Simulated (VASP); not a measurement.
A run of VASP 6.6.1 is set up as follows.

Contents of INCAR:

```
ALGO = Normal
EDIFF = 1E-6
ENCUT = 520
GGA = PE
ISIF = 2
ISMEAR = -1
LASPH = True
LCHARG = False
LREAL = False
LWAVE = False
NBANDS = 21
NELM = 80
PREC = Accurate
SIGMA = 0.05
```

The input KPOINTS:

```
k-points
0
Gamma
  11 11 6
```

The input POSCAR:

```
Ru
1.0
    2.7414067149      0.0000000000      0.0000000000
   -1.3707033574      2.3741278572      0.0000000000
    0.0000000000      0.0000000000      4.3382472512
Ru
2
Direct
    0.6666666667      0.3333333333      0.7500000000
    0.3333333333      0.6666666667      0.2500000000
```

Potentials or basis: VASP PAW PBE potentials, release 64 (Ru_pv).

Launch:

```bash
$ cat potpaw_PBE.64/Ru_pv/POTCAR > POTCAR
$ mpirun -np 1 vasp_std > vasp.out
```

(1) Predict the band gap on the k mesh.

(2) Estimate the pressure.

Answers

(1) zero (band 14 reaches 13.54 eV, above the bottom of band 15 at 10.66 eV).

(2) -7.5 GPa.
